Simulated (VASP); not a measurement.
# HfSiO4 (I4_1/amd) in VASP: single point with PBE

Aim: the single point of HfSiO4 with PBE.

Program: VASP 6.6.1. These are calculated values, not measurements. Logs are shortened: lines on timing, memory, paths and dates and some standing lists are left out, and cuts for length are marked.

**1. The cell of the first run**

Symmetry: I4_1/amd, No. 141, tetragonal system. The conventional cell has a = 6.701 Å, b = 6.701 Å, c = 6.080 Å, α = 90.00°, β = 90.00°, γ = 90.00°. Within 2.9 Å of Hf (site symmetry -4m2) lie 8 O at 2.16 to 2.30 Å. Within 2.2 Å of Si (site symmetry -4m2) lie 4 O at 1.65 Å. Within 2.2 Å of O (site symmetry m) lie 1 Si at 1.65 Å and 1 Hf at 2.16 Å.

**2. Single point, PBE (11.38 Å³/atom)**

INCAR

```
  PREC = Accurate
  ENCUT = 520
  EDIFF = 1E-7
  ISMEAR = -1
  SIGMA = 0.02
  LREAL = False
  LASPH = True
  NELM = 100
  ALGO = Normal
  ISIF = 2
  LWAVE = False
  LCHARG = False
  GGA = PE
  NBANDS = 50
```

KPOINTS

```
regular mesh
0
Gamma
  7 7 7
```

POSCAR

```
HfSiO4
1.0
   -3.3507026377      3.3507026377      3.0400775913
    3.3507026377     -3.3507026377      3.0400775913
    3.3507026377      3.3507026377     -3.0400775913
Hf Si O
2 2 8
Direct
    0.7500000000      0.2500000000      0.5000000000
    0.0000000000      0.0000000000      0.0000000000
    0.2500000000      0.7500000000      0.5000000000
    0.5000000000      0.5000000000      0.0000000000
    0.1356052691      0.3189219585      0.8166833106
    0.0689219585      0.7522386479      0.6833166894
    0.5022386479      0.3189219585      0.1833166894
    0.0689219585      0.3856052691      0.3166833106
    0.6143947309      0.9310780415      0.6833166894
    0.6810780415      0.8643947309      0.1833166894
    0.2477613521      0.9310780415      0.3166833106
    0.6810780415      0.4977613521      0.8166833106
```

Potentials or basis: VASP PAW PBE potentials, release 64 (Hf_pv, Si, O).

Launch:

```sh
$ cat potpaw_PBE.64/Hf_pv/POTCAR potpaw_PBE.64/Si/POTCAR potpaw_PBE.64/O/POTCAR > POTCAR
$ mpirun -np 1 vasp_std > vasp.out
```

OUTCAR:

```text
PREC = Accurate
   ENCUT = 520
   EDIFF = 1E-7
   ISMEAR = -1
   LREAL = False
   LASPH = True
   NELM = 100
   ISIF = 2
   GGA = PE

 ion  position               nearest neighbor table
   1  0.750  0.250  0.500-   5 2.16   7 2.16  10 2.16  12 2.16   9 2.30   6 2.30   8 2.30  11 2.30
                             3 3.04   3 3.04   2 3.68   2 3.68   2 3.68   2 3.68
   2  0.000  0.000  0.000-   6 2.16   8 2.16   9 2.16  11 2.16   7 2.30  10 2.30   5 2.30  12 2.30
                             4 3.04   4 3.04   1 3.68   1 3.68   1 3.68   1 3.68
   3  0.250  0.750  0.500-   6 1.65   8 1.65   9 1.65  11 1.65   1 3.04   1 3.04
   4  0.500  0.500  0.000-   5 1.65   7 1.65  10 1.65  12 1.65   2 3.04   2 3.04
   5  0.136  0.319  0.817-   4 1.65   1 2.16   2 2.30
   6  0.069  0.752  0.683-   3 1.65   2 2.16   1 2.30
   7  0.502  0.319  0.183-   4 1.65   1 2.16   2 2.30
   8  0.069  0.386  0.317-   3 1.65   2 2.16   1 2.30
   9  0.614  0.931  0.683-   3 1.65   2 2.16   1 2.30
  10  0.681  0.864  0.183-   4 1.65   1 2.16   2 2.30
  11  0.248  0.931  0.317-   3 1.65   2 2.16   1 2.30
  12  0.681  0.498  0.817-   4 1.65   1 2.16   2 2.30

  LATTYP: Found a body centered tetragonal cell.
 ALAT       =     6.7014052754
 C/A-ratio  =     0.9072955496

  Lattice vectors:

 A1 = (  -3.3507026377,   3.3507026377,   3.0400775913)
 A2 = (   3.3507026377,  -3.3507026377,   3.0400775913)
 A3 = (   3.3507026377,   3.3507026377,  -3.0400775913)

Analysis of symmetry for initial positions (statically):
=====================================================================
 Subroutine PRICEL returns:
 Original cell was already a primitive cell.

 Routine SETGRP: Setting up the symmetry group for a
 body centered tetragonal supercell.

 Subroutine GETGRP returns: Found 16 space group operations
 (whereof  8 operations were pure point group operations)
 out of a pool of 16 trial point group operations.

The static configuration has the point symmetry D_2d.
 The point group associated with its full space group is D_4h.

Analysis of symmetry for dynamics (positions and initial velocities):
=====================================================================
 Subroutine PRICEL returns:
 Original cell was already a primitive cell.

 Routine SETGRP: Setting up the symmetry group for a
 body centered tetragonal supercell.

 Subroutine GETGRP returns: Found 16 space group operations
 (whereof  8 operations were pure point group operations)
 out of a pool of 16 trial point group operations.

The dynamic configuration has the point symmetry D_2d.
 The point group associated with its full space group is D_4h.

 Subroutine INISYM returns: Found 16 space group operations
 (whereof  8 operations are pure point group operations),
 and found     1 'primitive' translations

----------------------------------------------------------------------------------------

                                     Primitive cell

  volume of cell :     136.5263

  direct lattice vectors                    reciprocal lattice vectors
    -3.350702638  3.350702638  3.040077591     0.000000000  0.149222433  0.164469486
     3.350702638 -3.350702638  3.040077591     0.149222433  0.000000000  0.164469486
     3.350702638  3.350702638 -3.040077591     0.149222433  0.149222433  0.000000000

  length of vectors
     5.629963419  5.629963419  5.629963419     0.222075542  0.222075542  0.211032389

  position of ions in fractional coordinates (direct lattice)
     0.750000000  0.250000000  0.500000000
     0.000000000  0.000000000  0.000000000
     0.250000000  0.750000000  0.500000000
     0.500000000  0.500000000  0.000000000
     0.135605269  0.318921958  0.816683311
     0.068921958  0.752238648  0.683316689
     0.502238648  0.318921958  0.183316689
     0.068921958  0.385605269  0.316683311
     0.614394731  0.931078042  0.683316689
     0.681078042  0.864394731  0.183316689
     0.247761352  0.931078042  0.316683311
     0.681078042  0.497761352  0.816683311

  ion indices of the primitive-cell ions
   primitive index   ion index
                 1           1
                 2           2
                 3           3
                 4           4
                 5           5
                 6           6
                 7           7
                 8           8
                 9           9
                10          10
                11          11
                12          12

----------------------------------------------------------------------------------------

 KPOINTS: regular mesh

Automatic generation of k-mesh.
 Grid dimensions read from file:
 generate k-points for:    7    7    7

 Generating k-lattice:

  Cartesian coordinates                     Fractional coordinates (reciprocal lattice)
     0.000000000  0.021317490  0.023495641     0.142857143  0.000000000  0.000000000
     0.021317490  0.000000000  0.023495641     0.000000000  0.142857143  0.000000000
     0.021317490  0.021317490  0.000000000     0.000000000  0.000000000  0.142857143

  Length of vectors
     0.031725077  0.031725077  0.030147484

  Shift w.r.t. Gamma in fractional coordinates (k-lattice)
     0.000000000  0.000000000  0.000000000

 Subroutine IBZKPT returns following result:
 ===========================================

 Found     40 irreducible k-points:

 Following reciprocal coordinates:
            Coordinates               Weight
  0.000000  0.000000  0.000000      1.000000
  0.142857  0.000000  0.000000      8.000000
  0.285714  0.000000 -0.000000      8.000000
  0.428571  0.000000 -0.000000      8.000000
  0.142857  0.142857  0.000000      8.000000
  0.285714  0.142857 -0.000000     16.000000
[... 16 lines left out ...]
 -0.142857  0.285714  0.142857      8.000000
 -0.428571  0.428571  0.142857      8.000000
 [... further k-points ...]
   k-points           NKPTS =     40   k-points in BZ     NKDIM =     40   number of bands    NBANDS=     50
   number of dos      NEDOS =    301   number of ions     NIONS =     12
   total plane-waves  NPLWV =  74088
   dimension x,y,z NGX =    42 NGY =   42 NGZ =   42
   dimension x,y,z NGXF=    84 NGYF=   84 NGZF=   84
   ions per type =               2   2   8
   NGX,Y,Z   is equivalent  to a cutoff of  12.40, 12.40, 12.40 a.u.
   NGXF,Y,Z  is equivalent  to a cutoff of  24.80, 24.80, 24.80 a.u.
 SYSTEM =  unknown system
   PREC   = accura    normal or accurate (medium, high low for compatibility)
   ISTART =      0    job   : 0-new  1-cont  2-samecut
   ICHARG =      2    charge: 1-file 2-atom 10-const
   ISPIN  =      1    spin polarized calculation?
   LNONCOLLINEAR =      F non collinear calculations
   LSORBIT =      F    spin-orbit coupling
   LASPH  =      T    aspherical Exc in radial PAW
   ENCUT  =  520.0 eV  38.22 Ry    6.18 a.u.  10.47 10.47 10.47*2*pi/ulx,y,z
   NELM   =    100;   NELMIN=  2; NELMDL= -5     # of ELM steps
   EDIFF  = 0.1E-06   stopping-criterion for ELM
   LREAL  =      F    real-space projection
   EDIFFG = 0.1E-05   stopping-criterion for IOM
   NSW    =      0    number of steps for IOM
   IBRION =     -1    ionic relax: 0-MD 1-quasi-New 2-CG
   NFREE  =      0    steps in history (QN), initial steepest desc. (CG)
   ISIF   =      2    stress and relaxation
   ISYM   =      2    0-nonsym 1-usesym 2-fastsym
   POTIM  = 0.5000    time-step for ionic-motion
   TEBEG  =    0.0;   TEEND  =   0.0 temperature during run
   PSTRESS=    0.0 pullay stress
   NELECT =      76.0000    total number of electrons
   NUPDOWN=      -1.0000    fix difference up-down
   EMIN   =  10.00;   EMAX   =-10.00  energy-range for DOS
   EFERMI =   0.00;   METHOD = LEGACY
   ISMEAR =    -1;   SIGMA  =   0.02  broadening in eV -4-tet -1-fermi 0-gaus
   EFERMI_NEDOS =   21; number of points for ismear=-14 and -15
   IALGO  =     38    algorithm
   IMIX   =      4    mixing-type and parameters
     AMIX     =   0.40;   BMIX     =  1.00
     AMIX_MAG =   1.60;   BMIX_MAG =  1.00
  volume/ion in A,a.u.               =      11.38        76.78
  Fermi-wavevector in a.u.,A,eV,Ry     =   1.346709  2.544912 24.675882  1.813626
  Thomas-Fermi vector in A             =   2.474519
   LORBIT       =      0    0 simple, 1 ext, 2 COOP (PROOUT), +10 PAW based schemes
   GGA     = PE    functional components
   LHFCALC =     F    Hartree Fock is set to
   AEXX    =    0.0000 exact exchange contribution
   IVDW    =     0    specifies the selected vdW correction
   LEPSILON=     F    determine dielectric tensor
   LRPA    =     F    only Hartree local field effects (RPA)
 non-spin polarized calculation
  energy-cutoff  :      520.00
  volume of cell :      136.53
 maximum number of plane-waves:      3719
 NGX is ok and might be reduce to    42
   NGX = 21   NGY = 21   NGZ = 21

 number of electron      76.0000016 magnetization

 Free energy of the ion-electron system (eV)
  ---------------------------------------------------
  ext. energy  EPLUGINS =         0.00000000
  ---------------------------------------------------
  free energy    TOTEN  =      -108.55292890 eV

  energy without entropy =     -108.55292890  energy(sigma->0) =     -108.55292890

 E-fermi :   3.3024     XC(G=0): -10.8004

 val. band max:        2.8362649881   @ k =   0.0000   0.0000   0.0000
 cond. band min:       7.9374290071   @ k =   0.2857   0.2857   0.1429
 fundamental gap:      5.1011640191
 Fermi energy:         3.3024457306

 k-point     1 :       0.0000    0.0000    0.0000
  band No.  band energies     occupation
      1     -26.7861      2.00000
      2     -26.7861      2.00000
      3     -26.7311      2.00000
      4     -26.7244      2.00000
      5     -26.6521      2.00000
      6     -26.6521      2.00000
[... 42 lines left out ...]
     49      11.4914      0.00000
     50      12.2262      0.00000
[... 1217 lines left out ...]
     49      11.7994      0.00000
     50      11.9945      0.00000

 [... further k-points ...]

------------------------ aborting loop because EDIFF is reached ----------------------------------------

  FORCE on cell =-STRESS in cart. coord.  units (eV):
  Direction    XX          YY          ZZ          XY          YZ          ZX
  --------------------------------------------------------------------------------------
  -------------------------------------------------------------------------------------
  Total       -5.6644838     -5.6644838     -7.0594660      0.0000000      0.0000000      0.0000000
  in kB      -66.4744093    -66.4744093    -82.8449419      0.0000000      0.0000000      0.0000000
  external PRESSURE =     -71.9312535 kB  Pullay stress =       0.0000000 kB

 VOLUME and BASIS-vectors are now :
 -----------------------------------------------------------------------------
  energy-cutoff  :      520.00
  volume of cell :      136.53
      direct lattice vectors                 reciprocal lattice vectors
    -3.350702638  3.350702638  3.040077591     0.000000000  0.149222433  0.164469486
     3.350702638 -3.350702638  3.040077591     0.149222433  0.000000000  0.164469486
     3.350702638  3.350702638 -3.040077591     0.149222433  0.149222433  0.000000000

 POSITION                                       TOTAL-FORCE (eV/Angst)
 -----------------------------------------------------------------------------------
     -0.00000      3.35070      1.52004         0.000000     -0.000000      0.000000
      0.00000      0.00000      0.00000         0.000000     -0.000000     -0.000000
      3.35070     -0.00000      1.52004         0.000000     -0.000000      0.000000
      0.00000      0.00000      3.04008         0.000000     -0.000000     -0.000000
      3.35070      2.12222     -1.10098         0.000000     -0.122289     -0.140542
      4.57918      0.00000      0.41906         0.122289     -0.000000     -0.140542
      0.00000      1.22848      1.93909         0.000000      0.122289     -0.140542
      2.12222      0.00000      0.41906        -0.122289     -0.000000     -0.140542
      3.35070      1.22848      2.62102         0.000000      0.122289      0.140542
      1.22848     -0.00000      4.14106         0.122289      0.000000      0.140542
      3.35070     -1.22848      2.62102         0.000000     -0.122289      0.140542
      2.12222      3.35070      1.10098        -0.122289     -0.000000      0.140542
 -----------------------------------------------------------------------------------
    total drift:                                0.000000      0.000000     -0.000000

  FREE ENERGIE OF THE ION-ELECTRON SYSTEM (eV)
  ---------------------------------------------------
  free  energy   TOTEN  =      -108.5529289025 eV

  energy  without entropy=     -108.5529289025  energy(sigma->0) =     -108.55292890
```

Wall time 6.9 min (1 thread of Intel Xeon Platinum 8175M at 2.50GHz (Skylake/Cascade Lake), shared host); peak memory 0.39 GiB.

Results:

```yaml
Free_energy: -108.5529 eV
Pressure: -7.2 GPa
Largest_force: 0.186 eV/Å
Band_gap_on_the_k_mesh: 5.10 eV (least direct gap 5.42 eV)
```

Forces on the atoms (eV/Å):
```
Hf   0.000  0.000  0.000
Hf   0.000  0.000  0.000
Si   0.000  0.000  0.000
Si   0.000  0.000  0.000
O    0.000 -0.122 -0.141
O    0.122  0.000 -0.141
O    0.000  0.122 -0.141
O   -0.122  0.000 -0.141
O    0.000  0.122  0.141
O    0.122  0.000  0.141
O    0.000 -0.122  0.141
O   -0.122  0.000  0.141
```

Stress tensor (GPa, compression positive):
```
-6.65  0.00  0.00
 0.00 -6.65  0.00
 0.00  0.00 -8.28
```

Caveat: the cell stands under tension; spin-orbit coupling is left out, which moves the levels of the heavy elements. A k mesh can miss the band edges.
